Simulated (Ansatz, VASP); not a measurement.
# CeO2 in VASP and in Ansatz

```xyz
3
Lattice="0.0000 2.7186 2.7186 2.7186 0.0000 2.7186 2.7186 2.7186 0.0000" Properties=species:S:1:pos:R:3 pbc="T T T"
Ce    0.0000    0.0000    0.0000
O     1.3593    1.3593    1.3593
O     4.0780    4.0780    4.0780
```

Alike in both runs: task single point; functional r2SCAN; k mesh 8 × 8 × 8; no spin polarisation.

|  | VASP | Ansatz |
| --- | --- | --- |
| version | VASP 6.6.1 | Ansatz 0.2.0 |
| potentials or method | VASP PAW PBE potentials, release 64 (Ce, O) | plane waves, PAW |
| plane-wave cutoff (eV) | 520 | 500 |
| occupations | gaussian, width 0.01 eV | fixed |
| valence electrons in the cell | 24 | 24 |

Ansatz gave:

| Quantity | Value |
| --- | --- |
| gap on the k mesh at the Fermi level (eV) | 2.20 |
| pressure (GPa) | 0.0 |

Q: What did VASP give for the same quantities?

A: gap on the k mesh at the Fermi level (eV): 2.16; pressure (GPa): -0.2.

VASP's potentials were made for PBE, not for r2SCAN. Ansatz's warnings: metallic iterate.

Spin-orbit coupling is off throughout.
